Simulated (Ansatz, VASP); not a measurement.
## One calculation of H4C, two programs

```
C H
1.0
     7.38766    0.00000    0.00000
     0.00000    7.38766    0.00000
     0.00000    0.00000    7.38766
C H
8 32
Direct
  0.45017 0.26222 0.72837
  0.76842 0.47346 0.09759
  0.98046 0.99804 0.99774
  0.62836 0.80880 0.74374
  0.21693 0.60013 0.93886
  0.28030 0.26345 0.25312
  0.45535 0.82005 0.31685
  0.91094 0.34790 0.54798
  0.34782 0.22280 0.63019
  0.46939 0.40791 0.72209
  0.57641 0.19361 0.69780
  0.40578 0.22497 0.86368
  0.81656 0.59742 0.16086
  0.63734 0.43715 0.15336
  0.86456 0.36567 0.12486
  0.75667 0.49387 0.95230
  0.94307 0.86701 0.94349
  0.85968 0.08061 0.01366
  0.07390 0.06433 0.90493
  0.04631 0.98039 0.12812
  0.72485 0.91085 0.69903
  0.64086 0.78988 0.88922
  0.65640 0.68190 0.67471
  0.49184 0.85330 0.71116
  0.22050 0.70766 0.83815
  0.35425 0.56197 0.97454
  0.14625 0.48331 0.88352
  0.14677 0.64778 0.05897
  0.32346 0.38190 0.32911
  0.22984 0.16109 0.34583
  0.39393 0.20813 0.17783
  0.17369 0.30172 0.15962
  0.48956 0.94416 0.38789
  0.35259 0.74655 0.39297
  0.57570 0.73609 0.30475
  0.40372 0.85220 0.18301
  0.01989 0.44703 0.55803
  0.89803 0.27532 0.67596
  0.94135 0.25261 0.43989
  0.78408 0.41631 0.51715
```

Alike in both runs: functional r2SCAN; dispersion D3(BJ); k mesh 1 × 1 × 1; occupations fermi-dirac, width 0.02 eV; no spin polarisation.

Ansatz relaxed the structure, and its values are those at the end. VASP's run is a single point on that final structure, the one shown.

|  | VASP | Ansatz |
| --- | --- | --- |
| version | VASP 6.6.1 | Ansatz 0.2.0 |
| potentials or method | VASP PAW PBE potentials, release 64 (C, H), cutoff 580 eV | scalar-relativistic, plane waves, PAW |
| valence electrons in the cell | 64 | 64 |

Ansatz gave:

| Quantity | Value |
| --- | --- |
| rms of the force components (eV/Å) | 0.028 |

Task: Estimate VASP's values.

Result: rms of the force components (eV/Å): 0.022.

VASP's potentials were made for PBE, not for r2SCAN. Ansatz's warnings: dispersion damping borrowed.
